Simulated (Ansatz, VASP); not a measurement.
# One calculation of Rh, two programs

File INCAR:

```
SYSTEM = Rh
  PREC = Accurate
  ENCUT = 520
  EDIFF = 1E-6
  ISMEAR = 0
  SIGMA = 0.15
  LREAL = .False.
  LASPH = .True.
  NELM = 80
  ALGO = Fast
  ISIF = 2
  LWAVE = .False.
  LCHARG = .False.
  GGA = PS
  NBANDS = 14
```

KPOINTS

```
regular mesh
0
Gamma
  22 22 22
  0 0 0
```

POSCAR

```
Rh
1.0
    0.0000000000      1.9585965000      1.9015500000
    1.9585965000      0.0000000000      1.9015500000
    1.9585965000      1.9585965000      0.0000000000
Rh
1
Direct
    0.0000000000      0.0000000000      0.0000000000
```

Input for Ansatz:

```yaml
crystal:
  lattice:
    - [0.0, 1.9585965, 1.90155]
    - [1.9585965, 0.0, 1.90155]
    - [1.9585965, 1.9585965, 0.0]
  atoms:
    - { symbol: Rh, position: [0.0, 0.0, 0.0] }
basis:
  ecutwfc: 420
kpoints:
  mp_grid: { grid: [22, 22, 22] }
hamiltonian:
  xc: pbesol
scf:
  occupations: { method: gaussian, width: 0.15 }
output:
  forces: true
  stress: true
  eigenvalues: true
```

Change from the starting cell: strain +0.030 along x and y, +0.000 along z, atoms carried along.

Alike in both runs: task single point; functional PBEsol; k mesh 22 × 22 × 22; occupations gaussian, width 0.15 eV; no spin polarisation.

|  | VASP | Ansatz |
| --- | --- | --- |
| version | VASP 6.6.1 | Ansatz 0.2.0 |
| potentials or method | VASP PAW PBE potentials, release 64 (Rh_pv), cutoff 520 eV | scalar-relativistic, plane waves, PAW |
| valence electrons in the cell | 15 | 17 |

VASP gave:

```
gap on the k mesh at the Fermi level (eV)                     : none
pressure (GPa)                                                : -18.6
traceless stress, the component that is largest in VASP (GPa) : 3.98
```

Task: Estimate Ansatz's values.

Result: gap on the k mesh at the Fermi level (eV): none; pressure (GPa): -18.5; traceless stress, the component that is largest in VASP (GPa): 3.99.

VASP's potentials were made for PBE, not for PBEsol. A gap of «none» marks a metal or a gap that the smearing closes. With one functional, cell and mesh, what is left measures potentials, basis and numerics. VASP's potentials hold 15 valence electrons a cell and Ansatz's 17, so a difference there can come from the potentials and not from the codes.
